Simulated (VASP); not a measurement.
A run of VASP 6.6.1:

File INCAR:

```
SYSTEM = Zr
ALGO = Normal
EDIFF = 1E-8
ENCUT = 520
ISIF = 2
ISMEAR = -1
LASPH = .TRUE.
LCHARG = .FALSE.
LEFG = .TRUE.
LREAL = .FALSE.
LWAVE = .FALSE.
NBANDS = 19
NELM = 60
PREC = Accurate
SIGMA = 0.03
```

KPOINTS

```
k-points
0
G
  13 13 7
  0 0 0
```

POSCAR

```
Zr
1.0
    3.1660205622      0.0000000000      0.0000000000
   -1.5830102810      2.7418542357      0.0000000000
    0.0000000000      0.0000000000      5.0419297016
Zr
2
Direct
    0.3333333333      0.6666666667      0.2500000000
    0.6666666667      0.3333333333      0.7500000000
```

Potentials or basis: VASP PAW LDA potentials, release 64 (Zr_sv).

Command:

```sh
$ cat potpaw_LDA.64/Zr_sv/POTCAR > POTCAR
$ mpirun -np 1 vasp_std > vasp.out
```

Hardware: 1 thread of Intel(R) Xeon(R) 6975P-C (Granite Rapids) (shared host).

**Question.** How long does it take, and how much memory?

**Answer.** Wall time 24 s on 1 thread of Intel(R) Xeon(R) 6975P-C (Granite Rapids), with other jobs on the host, peak memory 0.17 GiB. Counts: scf iterations 13, k points 84.
